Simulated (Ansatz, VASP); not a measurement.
WC: VASP beside Ansatz

File INCAR:

```
SYSTEM = WC
PREC     = Accurate       ! precision mode
ENCUT    = 1300           ! plane-wave cutoff, eV
EDIFF    = 1E-6           ! SCF threshold, eV
ISMEAR   = 1              ! smearing method
SIGMA    = 0.1            ! smearing width, eV
LREAL    = .FALSE.        ! projectors in reciprocal space
LASPH    = .TRUE.         ! aspherical terms in the spheres
NELM     = 120            ! most SCF steps
ALGO     = Normal         ! electronic algorithm
ISIF     = 2              ! what is computed and relaxed
LWAVE    = .FALSE.        ! write WAVECAR
LCHARG   = .TRUE.         ! write CHGCAR
GGA      = CA             ! functional
LELF     = .TRUE.         ! ELF
LVHAR    = .TRUE.       
NBANDS   = 16             ! bands
GGA_COMPAT= .FALSE.
```

The input KPOINTS:

```
regular mesh
0
G
  5 5 5
  0 0 0
```

File POSCAR:

```
WC
1.0
    0.0000000000      2.1926840000      2.1926840000
    2.1926840000      0.0000000000      2.1926840000
    2.1926840000      2.1926840000      0.0000000000
W C
1 1
Direct
    0.0000000000      0.0000000000      0.0000000000
    0.5000000000      0.5000000000      0.5000000000
```

Input for Ansatz:

```yaml
crystal:
  lattice:
    - [0.0, 2.192684, 2.192684]
    - [2.192684, 0.0, 2.192684]
    - [2.192684, 2.192684, 0.0]
  atoms:
    - { symbol: W, position: [0.0, 0.0, 0.0] }
    - { symbol: C, position: [0.5, 0.5, 0.5] }
kpoints:
  mp_grid:
    grid: [5, 5, 5]
hamiltonian:
  xc: lda
scf:
  convergence:
    dr2_threshold: 1.0e-10
  occupations:
    method: methfessel_paxton
output:
  forces: true
  stress: true
```

Alike in both runs: task single point; functional LDA; k mesh 5 × 5 × 5; no spin polarisation.

|  | VASP | Ansatz |
| --- | --- | --- |
| version | VASP 6.6.1 | Ansatz 0.2.0 |
| potentials or method | VASP PAW LDA potentials, release 64 (W_sv, C_h) | plane waves, PAW |
| plane-wave cutoff (eV) | 1300 | 420 |
| occupations | methfessel-paxton of order 1, width 0.1 eV | methfessel-paxton of order 1 |
| valence electrons in the cell | 18 | 18 |

Ansatz gave:

* pressure (GPa): -16.5

Q: What did VASP give for the same quantities?

A: Pressure (GPa): -14.5.

LDA's correlation is that of Perdew and Zunger in VASP and of Perdew and Wang (1992) in Ansatz.

The k mesh is coarse, so the values compare programs but aren't converged. Spin-orbit coupling is off throughout.
